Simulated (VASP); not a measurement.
Set up this calculation in VASP 6.6.1, as the native input.

```
Task                   : single point
Functional             : PBE
Potentials or basis    : VASP PAW PBE potentials, release 64 (Nb_sv, C)
Cutoff                 : 520 eV
k mesh                 : 12 × 12 × 6
Occupations            : gaussian, width 0.1 eV
Spin                   : no spin polarisation
Dipole correction      : no
Further INCAR settings : ALGO = Normal; EDIFF = 1e-06; NBANDS = 27
```

The structure of Nb2C3 lies in POSCAR:

```
Nb2C3
1.0
    3.2687649775      0.0000000000      0.0000000000
    0.0000000000      3.2687649775      0.0000000000
    0.0000000000      0.0000000000      6.9139531503
Nb C
2 3
Direct
    0.5000000000      0.5000000000      0.7918734055
    0.5000000000      0.5000000000      0.2081265945
    0.5000000000      0.5000000000      0.5000000000
    0.0000000000      0.5000000000      0.0000000000
    0.5000000000      0.0000000000      0.0000000000
```

The cell was generated, and may not be a known phase.

The input as run:

INCAR

```
SYSTEM = Nb2C3
  PREC = Accurate
  ENCUT = 520
  EDIFF = 1E-6
  ISMEAR = 0
  SIGMA = 0.1
  LREAL = .FALSE.
  LASPH = .TRUE.
  NELM = 60
  ALGO = Normal
  ISIF = 2
  LWAVE = .FALSE.
  LCHARG = .FALSE.
  GGA = PE
  NBANDS = 27
```

KPOINTS

```
Automatic mesh
0
G
  12 12 6
  0 0 0
```

Potentials or basis: VASP PAW PBE potentials, release 64 (Nb_sv, C).

The run is started by

```bash
$ cat potpaw_PBE.64/Nb_sv/POTCAR potpaw_PBE.64/C/POTCAR > POTCAR
$ mpirun -np 1 vasp_std > vasp.out
```

Results of the run:

```json
{
 "Pressure": "-0.3 GPa",
 "Largest force": "0.040 eV/Å",
 "Band gap on the k mesh": "zero (bands 19 and 20 overlap by 1.05 eV)"
}
```

It took 3.9 min on 1 thread of Intel Xeon 8259CL (shared host), peak memory 0.31 GiB.
